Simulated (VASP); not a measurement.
# Al (P6_3/mmc) in VASP: a series of runs, part 2 of 2

VASP 6.6.1. Earlier steps stand in the parts before.

**3. Single point, r2SCAN (16.31 Å³/atom)**

This run uses another cell than the first one, of 16.31 Å³/atom.

Input file POSCAR:

```
Al
1.0
    2.8614634776      0.0000000000      0.0000000000
   -1.4307317388      2.4781000636      0.0000000000
    0.0000000000      0.0000000000      4.6008391182
Al
2
Direct
    0.3333333333      0.6666666667      0.7500000000
    0.6666666667      0.3333333333      0.2500000000
```

Input file INCAR.step1:

```
SYSTEM = Al
PREC = Accurate ; ENCUT = 520
ISMEAR = 0 ; SIGMA = 0.05
LREAL = .FALSE. ; LASPH = .TRUE.
NELM = 100 ; NBANDS = 10
GGA = PE ; ALGO = Normal
EDIFF = 1E-4 ; LWAVE = .TRUE.
LCHARG = .FALSE.
```

Input file INCAR.step2:

```
SYSTEM = Al
PREC = Accurate ; ENCUT = 520
EDIFF = 1E-6 ; ISMEAR = 0
SIGMA = 0.05 ; LREAL = .FALSE.
LASPH = .TRUE. ; NELM = 100
ALGO = Normal ; ISIF = 2
LWAVE = .FALSE. ; LCHARG = .FALSE.
METAGGA = R2SCAN ; LMIXTAU = .TRUE.
NBANDS = 10 ; ISTART = 1
```

Input file KPOINTS:

```
Automatic mesh
0
G
  16 16 10
  0 0 0
```

Potentials or basis: VASP PAW PBE potentials, release 64 (Al).

The run is started by

```bash
> cat potpaw_PBE.64/Al/POTCAR > POTCAR
> cp INCAR.step1 INCAR
> mpirun -np 1 vasp_std > vasp.out
> cp INCAR.step2 INCAR
> mpirun -np 1 vasp_std > vasp.out
```

OUTCAR:

```text
SYSTEM = Al
   PREC = Accurate
   ENCUT = 520
   EDIFF = 1E-6
   ISMEAR = 0
   LREAL = .FALSE.
   LASPH = .TRUE.
   NELM = 100
   ISIF = 2
   METAGGA = R2SCAN
   ISTART = 1

 ion  position               nearest neighbor table
   1  0.333  0.667  0.750-   2 2.83   2 2.83   2 2.83   2 2.83   2 2.83   2 2.83
   2  0.667  0.333  0.250-   1 2.83   1 2.83   1 2.83   1 2.83   1 2.83   1 2.83

  LATTYP: Found a hexagonal cell.
 ALAT       =     2.8614634776
 C/A-ratio  =     1.6078622545

  Lattice vectors:

 A1 = (   2.8614634776,   0.0000000000,   0.0000000000)
 A2 = (  -1.4307317388,   2.4781000636,   0.0000000000)
 A3 = (   0.0000000000,   0.0000000000,   4.6008391182)

Analysis of symmetry for initial positions (statically):
=====================================================================
 Subroutine PRICEL returns:
 Original cell was already a primitive cell.

 Routine SETGRP: Setting up the symmetry group for a
 hexagonal supercell.

 Subroutine GETGRP returns: Found 24 space group operations
 (whereof 12 operations were pure point group operations)
 out of a pool of 24 trial point group operations.

The static configuration has the point symmetry D_3d.
 The point group associated with its full space group is D_6h.

Analysis of symmetry for dynamics (positions and initial velocities):
=====================================================================
 Subroutine PRICEL returns:
 Original cell was already a primitive cell.

 Routine SETGRP: Setting up the symmetry group for a
 hexagonal supercell.

 Subroutine GETGRP returns: Found 24 space group operations
 (whereof 12 operations were pure point group operations)
 out of a pool of 24 trial point group operations.

The dynamic configuration has the point symmetry D_3d.
 The point group associated with its full space group is D_6h.

 Subroutine INISYM returns: Found 24 space group operations
 (whereof 12 operations are pure point group operations),
 and found     1 'primitive' translations

----------------------------------------------------------------------------------------

                                     Primitive cell

  volume of cell :      32.6245

  direct lattice vectors                    reciprocal lattice vectors
     2.861463478  0.000000000  0.000000000     0.349471523  0.201767478  0.000000000
    -1.430731739  2.478100064  0.000000000     0.000000000  0.403534956  0.000000000
     0.000000000  0.000000000  4.600839118     0.000000000  0.000000000  0.217351656

  length of vectors
     2.861463478  2.861463478  4.600839118     0.403534956  0.403534956  0.217351656

  position of ions in fractional coordinates (direct lattice)
     0.333333333  0.666666667  0.750000000
     0.666666667  0.333333333  0.250000000

  ion indices of the primitive-cell ions
   primitive index   ion index
                 1           1
                 2           2

----------------------------------------------------------------------------------------

 KPOINTS: Automatic mesh

Automatic generation of k-mesh.
 Grid dimensions read from file:
[... 25 lines left out ...]
  0.187500  0.000000  0.000000      6.000000
  0.250000 -0.000000  0.000000      6.000000
  0.312500 -0.000000  0.000000      6.000000
[... 16 lines left out ...]
  0.187500  0.187500  0.000000      6.000000
  0.250000  0.187500  0.000000     12.000000
 [... further k-points ...]
   k-points           NKPTS =    180   k-points in BZ     NKDIM =    180   number of bands    NBANDS=     10
   number of dos      NEDOS =    301   number of ions     NIONS =      2
   total plane-waves  NPLWV =  20736
   dimension x,y,z NGX =    24 NGY =   24 NGZ =   36
   dimension x,y,z NGXF=    48 NGYF=   48 NGZF=   72
   ions per type =               2
   NGX,Y,Z   is equivalent  to a cutoff of  13.94, 13.94, 13.01 a.u.
   NGXF,Y,Z  is equivalent  to a cutoff of  27.89, 27.89, 26.02 a.u.
 SYSTEM =  Al
   PREC   = accura    normal or accurate (medium, high low for compatibility)
   ISTART =      1    job   : 0-new  1-cont  2-samecut
   ICHARG =      0    charge: 1-file 2-atom 10-const
   ISPIN  =      1    spin polarized calculation?
   LNONCOLLINEAR =      F non collinear calculations
   LSORBIT =      F    spin-orbit coupling
   LASPH  =      T    aspherical Exc in radial PAW
   ENCUT  =  520.0 eV  38.22 Ry    6.18 a.u.   5.32  5.32  8.55*2*pi/ulx,y,z
   NELM   =    100;   NELMIN=  2; NELMDL=  0     # of ELM steps
   EDIFF  = 0.1E-05   stopping-criterion for ELM
   LREAL  =      F    real-space projection
   EDIFFG = 0.1E-04   stopping-criterion for IOM
   NSW    =      0    number of steps for IOM
   IBRION =     -1    ionic relax: 0-MD 1-quasi-New 2-CG
   NFREE  =      0    steps in history (QN), initial steepest desc. (CG)
   ISIF   =      2    stress and relaxation
   ISYM   =      2    0-nonsym 1-usesym 2-fastsym
   POTIM  = 0.5000    time-step for ionic-motion
   TEBEG  =    0.0;   TEEND  =   0.0 temperature during run
   PSTRESS=    0.0 pullay stress
   NELECT =       6.0000    total number of electrons
   NUPDOWN=      -1.0000    fix difference up-down
   EMIN   =  10.00;   EMAX   =-10.00  energy-range for DOS
   EFERMI =   0.00;   METHOD = LEGACY
   ISMEAR =     0;   SIGMA  =   0.05  broadening in eV -4-tet -1-fermi 0-gaus
   EFERMI_NEDOS =   21; number of points for ismear=-14 and -15
   IALGO  =     38    algorithm
   IMIX   =      4    mixing-type and parameters
     AMIX     =   0.40;   BMIX     =  1.00
     AMIX_MAG =   1.60;   BMIX_MAG =  1.00
  volume/ion in A,a.u.               =      16.31       110.08
  Fermi-wavevector in a.u.,A,eV,Ry     =   0.930988  1.759311 11.792684  0.866738
  Thomas-Fermi vector in A             =   2.057434
   LORBIT       =      0    0 simple, 1 ext, 2 COOP (PROOUT), +10 PAW based schemes
   METAGGA = R2SCAN    functional components
   LHFCALC =     F    Hartree Fock is set to
   AEXX    =    0.0000 exact exchange contribution
   IVDW    =     0    specifies the selected vdW correction
   LEPSILON=     F    determine dielectric tensor
   LRPA    =     F    only Hartree local field effects (RPA)
 non-spin polarized calculation
 Gauss-broadening in eV      SIGMA  =   0.05
  energy-cutoff  :      520.00
  volume of cell :       32.62
 maximum number of plane-waves:       899
 NGX is ok and might be reduce to    24
   NGX = 11   NGY = 11   NGZ = 17

 number of electron       6.0000000 magnetization

 Free energy of the ion-electron system (eV)
  ---------------------------------------------------
  ext. energy  EPLUGINS =         0.00000000
  ---------------------------------------------------
  free energy    TOTEN  =       -13.39119797 eV

  energy without entropy =      -13.39015579  energy(sigma->0) =      -13.39067688

 E-fermi :   8.1581     XC(G=0): -10.9574

 val. band max:        8.1497158532   @ k =   0.2500   0.1875   0.3000
 cond. band min:       8.1972554998   @ k =   0.3750   0.1875   0.2000
 fundamental gap:      0.0475396465
 Fermi energy:         8.1580679979

 k-point     1 :       0.0000    0.0000    0.0000
  band No.  band energies     occupation
      1      -3.7924      2.00000
      2       3.1830      2.00000
      3       3.7838      2.00000
      4      19.2973      0.00000
      5      19.2973      0.00000
      6      19.6430      0.00000
      7      19.6430      0.00000
      8      21.1511      0.00000
      9      23.0114      0.00000
     10      24.2453      0.00000
[... 287 lines left out ...]
 k-point    24 :       0.2500    0.1875    0.0000
  band No.  band energies     occupation
      1      -0.1355      2.00000
      2       6.6260      2.00000
      3       6.6641      2.00000
      4       8.0353      1.99948
      5       9.3880      0.00000
      6      13.9915      0.00000
      7      14.9789      0.00000
      8      15.9616      0.00000
      9      16.6939      0.00000
     10      22.3575      0.00000

 [... further k-points ...]

------------------------ aborting loop because EDIFF is reached ----------------------------------------

  FORCE on cell =-STRESS in cart. coord.  units (eV):
  Direction    XX          YY          ZZ          XY          YZ          ZX
  --------------------------------------------------------------------------------------
  -------------------------------------------------------------------------------------
  Total       -0.3719326     -0.3719326     -0.3587574      0.0000000      0.0000000      0.0000000
  in kB      -18.2654640    -18.2654640    -17.6184369      0.0000000      0.0000000      0.0000000
  external PRESSURE =     -18.0497883 kB  Pullay stress =       0.0000000 kB

 VOLUME and BASIS-vectors are now :
 -----------------------------------------------------------------------------
  energy-cutoff  :      520.00
  volume of cell :       32.62
      direct lattice vectors                 reciprocal lattice vectors
     2.861463478  0.000000000  0.000000000     0.349471523  0.201767478  0.000000000
    -1.430731739  2.478100064  0.000000000     0.000000000  0.403534956  0.000000000
     0.000000000  0.000000000  4.600839118     0.000000000  0.000000000  0.217351656

 POSITION                                       TOTAL-FORCE (eV/Angst)
 -----------------------------------------------------------------------------------
     -0.00000      1.65207      3.45063         0.000000     -0.000000      0.000000
      1.43073      0.82603      1.15021        -0.000000      0.000000      0.000000
 -----------------------------------------------------------------------------------
    total drift:                                0.000000     -0.000000     -0.000000

  FREE ENERGIE OF THE ION-ELECTRON SYSTEM (eV)
  ---------------------------------------------------
  free  energy   TOTEN  =       -13.3911979707 eV

  energy  without entropy=      -13.3901557876  energy(sigma->0) =      -13.39067688
```

It took 65 s on 1 thread of Intel Xeon 6975P-C (Granite Rapids), shared host; peak memory 0.18 GiB.

Results:

| Property | Result |
| --- | --- |
| Free energy | -13.3912 eV |
| Pressure | -1.8 GPa |
| Band gap on the k mesh | zero (bands 3 and 4 overlap by 8.13 eV) |

Caveat: the PAW data sets were made with another functional, which shifts forces and pressure a little.

**4. Relaxation of shape and atoms at fixed volume, r2SCAN (16.31 Å³/atom)**

This run uses another cell than the first one, of 16.31 Å³/atom.

Input file POSCAR:

```
Al
1.0
    2.8573639125      0.0000000000      0.0000000000
   -1.4286819562      2.4745497361      0.0000000000
    0.0000000000      0.0000000000      4.6140505751
Al
2
Direct
    0.3333333333      0.6666666667      0.7500000000
    0.6666666667      0.3333333333      0.2500000000
```

Input file INCAR.step1:

```
ALGO = Normal ; EDIFF = 1E-4
ENCUT = 600 ; GGA = PE
ISMEAR = 0 ; LASPH = True
LCHARG = False ; LREAL = False
LWAVE = True ; NELM = 80
PREC = Accurate ; SIGMA = 0.05
```

Input file INCAR.step2:

```
ALGO = Normal ; EDIFF = 1E-7
EDIFFG = -0.01 ; ENCUT = 600
IBRION = 2 ; ISIF = 4
ISMEAR = 0 ; ISTART = 1
LASPH = True ; LCHARG = False
LMIXTAU = True ; LREAL = False
LWAVE = False ; METAGGA = R2SCAN
NELM = 80 ; NSW = 60
PREC = Accurate ; SIGMA = 0.05
```

Input file KPOINTS:

```
k-points
0
Gamma
  16 16 10
```

The run is started by

```bash
> cat potpaw_PBE.64/Al/POTCAR > POTCAR
> cp INCAR.step1 INCAR
> mpirun -np 1 vasp_std > vasp.out
> cp INCAR.step2 INCAR
> mpirun -np 1 vasp_std > vasp.out
```

Wall time 96 s (1 thread of Intel Xeon 6975P-C (Granite Rapids), shared host); peak memory 0.18 GiB.

Results (log left out):

```
Free energy               : -13.3910 eV
Energy gained by relaxing : 0.1 meV/atom
Ionic steps               : 3
Pressure after relaxing   : -1.8 GPa
Band gap on the k mesh    : zero (bands 3 and 4 overlap by 8.13 eV)
```

Stress tensor (GPa, compression positive):
```
-1.85  0.00  0.00
 0.00 -1.85  0.00
 0.00  0.00 -1.72
```

The path:
```
step  energy change (eV)  largest force (eV/Å)  pressure (GPa)  volume (Å³)
   1              0.0000                0.0000           -1.81        32.62
   2              0.0000                0.0000           -1.81        32.62
   3             -0.0001                0.0000           -1.80        32.62
```

Final structure:
```xyz
2
Lattice="2.8618 0.0000 0.0000 -1.4309 2.4784 0.0000 0.0000 0.0000 4.5997" Properties=species:S:1:pos:R:3 pbc="T T T"
Al    0.0000    1.6523    3.4498
Al    1.4309    0.8261    1.1499
```

Levels at points of the mesh, in eV from the Fermi level:
| k point | band 1 | band 2 | band 3 | band 4 | band 5 | band 6 | band 7 |
| --- | --- | --- | --- | --- | --- | --- | --- |
| (0.00, 0.00, 0.00) | -11.95 | -4.97 | -4.37 | 11.13 | 11.13 | 11.48 | 11.48 |
| (0.50, 0.00, 0.00) | -5.73 | -5.65 | 0.60 | 1.45 | 1.45 | 2.10 | 5.84 |
| (0.00, 0.00, 0.50) | -10.10 | -10.10 | 3.99 | 3.99 | 12.38 | 12.38 | 12.38 |
| (0.50, 0.00, 0.50) | -4.32 | -4.32 | -3.42 | -3.42 | 7.42 | 7.42 | 7.99 |

Caveat: the PAW data sets were made with another functional, which shifts forces and pressure a little.

**5. Summary**

```csv
task,cell,cutoff (eV),gap on the mesh (eV),pressure (GPa)
single point,"a = 2.845, b = 2.845, c = 4.574 Å, angles 90.0, 90.0, 120.0°, 2 atoms",520,none,-0.3
single point,"a = 2.861, b = 2.861, c = 4.601 Å, angles 90.0, 90.0, 120.0°, 2 atoms",520,none,-1.8
relaxation of shape and atoms at fixed volume,"relaxed from a = 2.857, b = 2.857, c = 4.614 Å, angles 90.0, 90.0, 120.0°, 2 atoms",600,none,-1.8
```

Alike in all rows: level r2SCAN; potentials or basis VASP PAW PBE potentials, release 64 (Al); no spin polarisation; k mesh 16 × 16 × 10; smearing gaussian 0.05 eV.

Caveats: the PAW data sets were made with another functional, which shifts forces and pressure a little.

Total energies depend on the potentials used, so only differences within one code and one set of settings carry meaning.
